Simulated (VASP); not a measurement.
# ZnS (F-43m) in VASP: vibrations by perturbation theory with PBEsol

Aim: the vibrations by perturbation theory of ZnS with PBEsol.

Program: VASP 6.6.1. These are calculated values, not measurements. Logs are shortened: lines on timing, memory, paths and dates and some standing lists are left out, and cuts for length are marked.

### Step 1. The cell of the first run

It takes space group F-43m (No. 216, cubic). The conventional cell has a = 5.356 Å, b = 5.356 Å, c = 5.356 Å, α = 90.00°, β = 90.00°, γ = 90.00°. Within 3.1 Å of Zn (site symmetry -43m) lie 4 S at 2.32 Å. Within 3.1 Å of S (site symmetry -43m) lie 4 Zn at 2.32 Å.

### Step 2. Vibrations by perturbation theory, PBEsol

INCAR

```
SYSTEM = ZnS
PREC = Accurate
ENCUT = 520
EDIFF = 1E-8
ISMEAR = 0
SIGMA = 0.01
LREAL = .False.
LASPH = .True.
NELM = 60
ALGO = Normal
ISIF = 2
LWAVE = .False.
LCHARG = .False.
GGA = PS
NBANDS = 16
IBRION = 8
NSW = 1
LEPSILON = .True.
```

KPOINTS

```
regular mesh
0
Gamma
  8 8 8
  0 0 0
```

POSCAR

```
ZnS
1.0
    0.0000000000      2.6780454807      2.6780454807
    2.6780454807      0.0000000000      2.6780454807
    2.6780454807      2.6780454807      0.0000000000
Zn S
1 1
Direct
    0.0000000000      0.0000000000      0.0000000000
    0.7500000000      0.7500000000      0.7500000000
```

Potentials or basis: VASP PAW PBE potentials, release 64 (Zn, S).

On the command line:

```console
$ cat potpaw_PBE.64/Zn/POTCAR potpaw_PBE.64/S/POTCAR > POTCAR
$ mpirun -np 1 vasp_std > vasp.out
```

OUTCAR:

```text
SYSTEM = ZnS
   PREC = Accurate
   ENCUT = 520
   EDIFF = 1E-8
   ISMEAR = 0
   LREAL = .False.
   LASPH = .True.
   NELM = 60
   ISIF = 2
   GGA = PS
   IBRION = 8
   NSW = 1
   LEPSILON = .True.

 ion  position               nearest neighbor table
   1  0.000  0.000  0.000-   2 2.32   2 2.32   2 2.32   2 2.32
   2  0.750  0.750  0.750-   1 2.32   1 2.32   1 2.32   1 2.32

  LATTYP: Found a face centered cubic cell.
 ALAT       =     5.3560909614

  Lattice vectors:

 A1 = (   0.0000000000,   2.6780454807,   2.6780454807)
 A2 = (   2.6780454807,   0.0000000000,   2.6780454807)
 A3 = (   2.6780454807,   2.6780454807,   0.0000000000)

Analysis of symmetry for initial positions (statically):
=====================================================================
 Subroutine PRICEL returns:
 Original cell was already a primitive cell.

 Routine SETGRP: Setting up the symmetry group for a
 face centered cubic supercell.

 Subroutine GETGRP returns: Found 24 space group operations
 (whereof 24 operations were pure point group operations)
 out of a pool of 48 trial point group operations.

The static configuration has the point symmetry T_d .

Analysis of symmetry for dynamics (positions and initial velocities):
=====================================================================
 Subroutine PRICEL returns:
 Original cell was already a primitive cell.

 Routine SETGRP: Setting up the symmetry group for a
 face centered cubic supercell.

 Subroutine GETGRP returns: Found 24 space group operations
 (whereof 24 operations were pure point group operations)
 out of a pool of 48 trial point group operations.

The dynamic configuration has the point symmetry T_d .

 Subroutine INISYM returns: Found 24 space group operations
 (whereof 24 operations are pure point group operations),
 and found     1 'primitive' translations

----------------------------------------------------------------------------------------

                                     Primitive cell

  volume of cell :      38.4135

  direct lattice vectors                    reciprocal lattice vectors
     0.000000000  2.678045481  2.678045481    -0.186703327  0.186703327  0.186703327
     2.678045481  0.000000000  2.678045481     0.186703327 -0.186703327  0.186703327
     2.678045481  2.678045481  0.000000000     0.186703327  0.186703327 -0.186703327

  length of vectors
     3.787328239  3.787328239  3.787328239     0.323379648  0.323379648  0.323379648

  position of ions in fractional coordinates (direct lattice)
     0.000000000  0.000000000  0.000000000
     0.750000000  0.750000000  0.750000000

  ion indices of the primitive-cell ions
   primitive index   ion index
                 1           1
                 2           2

----------------------------------------------------------------------------------------

 KPOINTS: regular mesh

Automatic generation of k-mesh.
 Grid dimensions read from file:
 generate k-points for:    8    8    8

 Generating k-lattice:

  Cartesian coordinates                     Fractional coordinates (reciprocal lattice)
[... 605 lines left out ...]
  ---------------------------------------------------
  ---------------------------------------------------
  free energy    TOTEN  =        -0.58651805 eV

  energy without entropy =       -0.58651805

------------------------ aborting loop because EDIFF is reached ----------------------------------------

--------------------------------------- Ionic step        2  -------------------------------------------

------------------------ aborting loop because EDIFF is reached ----------------------------------------

--------------------------------------- Ionic step        3  -------------------------------------------

------------------------ aborting loop because EDIFF is reached ----------------------------------------

 PIEZOELECTRIC TENSOR FIELD DIRECTION 3  (e Angst)
 -----------------------------------------------------------------------------
    -0.00060  1.60535  0.00000           ( -0.00000 -0.02098  0.00000)
     1.60535 -0.00060  0.00000           ( -0.02098 -0.00000  0.00000)
     0.00000  0.00000 -0.00010           (  0.00000  0.00000 -0.00000)

 PIEZOELECTRIC TENSOR FIELD DIRECTION 3  (C/m^2)
 -----------------------------------------------------------------------------
    -0.00025  0.66957  0.00000
     0.66957 -0.00025  0.00000
     0.00000  0.00000 -0.00004

--------------------------------------- Ionic step        4  -------------------------------------------

------------------------ aborting loop because EDIFF is reached ----------------------------------------

[... ionic steps 5 to 6 ...]

--------------------------------------- Ionic step        7  -------------------------------------------

 Free energy of the ion-electron system (eV)
  ---------------------------------------------------
  ---------------------------------------------------
  free energy    TOTEN  =        -0.10482836 eV

  energy without entropy =       -0.10482836

------------------------ aborting loop because EDIFF is reached ----------------------------------------

 INTERNAL STRAIN TENSOR  FOR ION    2  DIRECTION 1   (eV/Angst):
 -----------------------------------------------------------------------------
    -0.01801  0.00000  0.00000
     0.00000  0.01662  5.97814
     0.00000  5.97814  0.01662

 MACROSCOPIC STATIC DIELECTRIC TENSOR (including local field effects in DFT)
 ------------------------------------------------------
           6.172253    -0.000000    -0.000000
           0.000000     6.172253    -0.000000
           0.000000    -0.000000     6.172253
 ------------------------------------------------------

 PIEZOELECTRIC TENSOR (including local field effects)  for field in x, y, z        (e  Angst)
          XX          YY          ZZ          XY          YZ          ZX
  --------------------------------------------------------------------------------
  x     0.00000    -0.00000    -0.00000     0.00000     1.62105    -0.00000
  y     0.00000    -0.00000     0.00000    -0.00000     0.00000     1.62105
  z    -0.00000    -0.00000    -0.00000     1.62105    -0.00000     0.00000

 PIEZOELECTRIC TENSOR (including local field effects)  for field in x, y, z        (C/m^2)
          XX          YY          ZZ          XY          YZ          ZX
  --------------------------------------------------------------------------------
  x     0.00000    -0.00000    -0.00000     0.00000     0.67612    -0.00000
  y     0.00000    -0.00000     0.00000    -0.00000     0.00000     0.67612
  z    -0.00000    -0.00000    -0.00000     0.67612    -0.00000     0.00000

 BORN EFFECTIVE CHARGES (including local field effects) (in |e|, cummulative output)
 ---------------------------------------------------------------------------------
 ion    1
    1     1.97189     0.00000     0.00000
    2     0.00000     1.97189    -0.00000
    3    -0.00000     0.00000     1.97189
 ion    2
    1    -1.97189    -0.00000     0.00000
    2    -0.00000    -1.97189     0.00000
    3     0.00000    -0.00000    -1.97189

 INTERNAL STRAIN TENSOR FOR ION    2 for displacements in x,y,z  (eV/Angst):
          X           Y           Z          XY          YZ          ZX
  --------------------------------------------------------------------------------
  x     0.00000     0.00000     0.00000     0.00000     5.97814     0.00000
  y    -0.00000     0.00000    -0.00000     0.00000     0.00000     5.97814
  z     0.00000     0.00000     0.00000     5.97814     0.00000     0.00000

 SECOND DERIVATIVES (NOT SYMMETRIZED)
 ------------------------------------
               1X          1Y          1Z          2X          2Y          2Z
  1X    -6.216357    0.000000    0.000000    6.216357    0.000000    0.000000
  1Y     0.000000   -6.216357    0.000000    0.000000    6.216357    0.000000
  1Z     0.000000    0.000000   -6.216357    0.000000    0.000000    6.216357
  2X     6.180433    0.000000    0.000000   -6.180433    0.000000    0.000000
  2Y     0.000000    6.180433    0.000000    0.000000   -6.180433    0.000000
  2Z     0.000000    0.000000    6.180433    0.000000    0.000000   -6.180433

 Eigenvectors and eigenvalues of the dynamical matrix
 ----------------------------------------------------

   1 f  =    8.386905 THz    52.696475 2PiTHz  279.757021 cm-1    34.685434 meV
             X         Y         Z           dx          dy          dz
      0.000000  0.000000  0.000000     0.000000    0.486908    0.305340
      4.017068  4.017068  4.017068     0.000000   -0.693300   -0.434769
[... 21 lines left out ...]
   6 f/i=    0.011431 THz     0.071823 2PiTHz    0.381294 cm-1     0.047274 meV
             X         Y         Z           dx          dy          dz
      0.000000  0.000000  0.000000    -0.811124   -0.102996    0.034021
      4.017068  4.017068  4.017068    -0.569657   -0.072335    0.023893

--------------------------------------------------------------------------------------------------------

 MACROSCOPIC STATIC DIELECTRIC TENSOR IONIC CONTRIBUTION
 ------------------------------------------------------
           2.955068     0.000000    -0.000000
           0.000000     2.955068     0.000000
          -0.000000     0.000000     2.955068
 ------------------------------------------------------

 ELASTIC MODULI CONTR FROM IONIC RELAXATION (kBar)
 Direction    XX          YY          ZZ          XY          YZ          ZX
 --------------------------------------------------------------------------------
 XX          -0.0000     -0.0000     -0.0000     -0.0000      0.0000      0.0000
 YY          -0.0000     -0.0000     -0.0000     -0.0000     -0.0000      0.0000
 ZZ          -0.0000     -0.0000     -0.0000      0.0000     -0.0000      0.0000
 XY          -0.0000     -0.0000      0.0000   -240.4577      0.0000      0.0000
 YZ           0.0000     -0.0000     -0.0000      0.0000   -240.4577      0.0000
 ZX           0.0000      0.0000      0.0000      0.0000      0.0000   -240.4577
 --------------------------------------------------------------------------------

 PIEZOELECTRIC TENSOR IONIC CONTR  for field in x, y, z        (C/m^2)
          XX          YY          ZZ          XY          YZ          ZX
  --------------------------------------------------------------------------------
  x     0.00000    -0.00000    -0.00000     0.00000    -0.79319    -0.00000
  y     0.00000     0.00000     0.00000     0.00000    -0.00000    -0.79319
  z    -0.00000    -0.00000     0.00000    -0.79319     0.00000    -0.00000
```

It took 9.3 min on 1 thread of Intel Xeon Platinum 8259CL at 2.50GHz (Skylake/Cascade Lake), shared host; peak memory 0.28 GiB.

Results:

| Property | Result |
| --- | --- |
| Electronic dielectric tensor (diagonal) | 6.17 |
| Born charges (mean of the diagonal) | Zn +1.97; S -1.97 e |
| Highest phonon frequency at Γ, LO-TO splitting left out | 280 cm⁻¹ |

Phonon frequencies in cm⁻¹ (negative: imaginary):
| q point | frequencies |
| --- | --- |
| (0.000, 0.000, 0.000) | 0 0 0 280 280 280 |

Electronic dielectric tensor:
```
6.17 0.00 0.00
0.00 6.17 0.00
0.00 0.00 6.17
```

Born effective charge tensors (e):
atom 1, Zn
```
1.97 0.00 0.00
0.00 1.97 0.00
0.00 0.00 1.97
```
atom 2, S
```
-1.97  0.00  0.00
 0.00 -1.97  0.00
 0.00  0.00 -1.97
```
